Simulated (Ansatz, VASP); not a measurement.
## One calculation of WSe2, two programs

```
CELL_PARAMETERS angstrom
3.28424 0.00000 0.00000
-1.64212 2.84424 0.00000
0.00000 0.00000 45.49062
ATOMIC_POSITIONS crystal
Se 0.33333 0.66667 0.39265
Se 0.33333 0.66667 0.46666
Se 0.00000 0.00000 0.53334
Se 0.00000 0.00000 0.60737
W 0.66667 0.33333 0.42969
W 0.33333 0.66667 0.57034
```

Alike in both runs: functional PBE; dispersion D3(BJ); k mesh 9 × 9 × 1; occupations gaussian, width 0.02 eV; no spin polarisation.

Ansatz relaxed the structure, and its values are those at the end. VASP's run is a single point on that final structure, the one shown.

|  | VASP | Ansatz |
| --- | --- | --- |
| version | VASP 6.6.1 | Ansatz 0.2.0 |
| potentials or method | VASP PAW PBE potentials, release 64 (Se, W_sv), cutoff 520 eV | scalar-relativistic, plane waves, PAW |
| valence electrons in the cell | 52 | 92 |

VASP gave:

```
gap on the k mesh at the Fermi level (eV) : 1.38
least direct gap on the mesh (eV)         : 1.60
rms of the force components (eV/Å)        : 0.021
```

Question: Estimate Ansatz's values.

Answer: gap on the k mesh at the Fermi level (eV): 1.39; least direct gap on the mesh (eV): 1.60; rms of the force components (eV/Å): 0.001.

VASP's potentials hold 52 valence electrons a cell and Ansatz's 92, so a difference there can come from the potentials and not from the codes. Ansatz's warnings: xc potential rough in thin density.

Neither program's run includes spin-orbit coupling.
